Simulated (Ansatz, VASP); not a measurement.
**Pb: VASP beside Ansatz**

```
CELL_PARAMETERS angstrom
0.00000 2.47502 2.47502
2.47502 0.00000 2.47502
2.47502 2.47502 0.00000
ATOMIC_POSITIONS crystal
Pb 0.00000 0.00000 0.00000
```

Alike in both runs: task relaxation of cell and atoms; functional r2SCAN; dispersion rVV10; k mesh 14 × 14 × 14; occupations gaussian, width 0.1 eV; no spin polarisation.

|  | VASP | Ansatz |
| --- | --- | --- |
| version | VASP 6.6.1 | Ansatz 0.2.0 |
| potentials or method | VASP PAW PBE potentials, release 64 (Pb_d), cutoff 600 eV | scalar-relativistic, plane waves, PAW |
| valence electrons in the cell | 14 | 14 |

VASP gave:

| Property | Result |
| --- | --- |
| gap on the k mesh at the Fermi level, each at its own relaxed structure (eV) | none |
| relaxed volume (Å³/atom) | 30.59 |
| relaxed cell length with the largest relative difference (Å) | 3.511 |

What did Ansatz give for the same quantities?

gap on the k mesh at the Fermi level, each at its own relaxed structure (eV): none; relaxed volume (Å³/atom): 30.45; relaxed cell length with the largest relative difference (Å): 3.505.

VASP's potentials were made for PBE, not for r2SCAN. A gap of «none» marks a metal or a gap that the smearing closes.

Neither program's run includes spin-orbit coupling.
